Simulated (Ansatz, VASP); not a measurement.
VSi in VASP and in Ansatz

```xyz
2
Lattice="0.0000 2.4437 2.4437 2.4437 0.0000 2.4437 2.4437 2.4437 0.0000" Properties=species:S:1:pos:R:3 pbc="T T T"
V     0.0000    0.0000    0.0000
Si    2.4437    2.4437    2.4437
```

Alike in both runs: task electric field gradients; functional PBE; k mesh 13 × 13 × 13; occupations fermi-dirac, width 0.03 eV; collinear spin.

```csv
,VASP,Ansatz
version,VASP 6.6.1,Ansatz 0.2.0
potentials or method,"VASP PAW PBE potentials, release 64 (V_sv, Si)","PAW with Ansatz's default frozen-core files, scalar-relativistic"
plane-wave cutoff (eV),520,420
valence electrons in the cell,17,17
```

VASP gave:

```
pressure (GPa)           : 0.1
net moment per atom (μB) : 0.00
```

Question: What did Ansatz give for the same quantities?

Answer: Pressure (GPa): 0.0; net moment per atom (μB): 0.00.

The functional is the same, so the differences come from potentials, cutoffs and numerics. Ansatz's warnings: seeded moment not kept.
